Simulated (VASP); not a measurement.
Crystal: In.

```
CELL_PARAMETERS angstrom
1.69161 0.97665 8.31547
-1.69161 0.97665 8.31547
0.00000 -1.95330 8.31547
ATOMIC_POSITIONS crystal
In 0.22199 0.22199 0.22199
In 0.77801 0.77801 0.77801
In 0.00000 0.00000 0.00000
```

Base run:

```yaml
Program: VASP 6.6.1
Functional: LDA
Potentials_or_basis: VASP PAW LDA potentials, release 64 (In_d)
Cutoff: 520 eV
k_mesh: 9 × 9 × 9
Occupations: fermi-dirac, width 0.05 eV
Spin: no spin polarisation
```

Its results: band gap on the k mesh zero (an odd number of electrons rules out a gap without spin polarisation); pressure -3.9 GPa; largest force 0.042 eV/Å.

Q: The run is repeated on the same cell with these changes: functional from LDA to PBEsol; potentials or basis from VASP PAW LDA potentials, release 64 (In_d) to VASP PAW PBE potentials, release 64 (In_d). What comes out?

A: Band gap on the k mesh zero (an odd number of electrons rules out a gap without spin polarisation); pressure -2.6 GPa; largest force 0.035 eV/Å.

Caveats: spin-orbit coupling is left out, which moves the levels of the heavy elements; the cell stands under tension (at least some runs); the PAW data sets were made with another functional, which shifts forces and pressure a little (at least some runs).
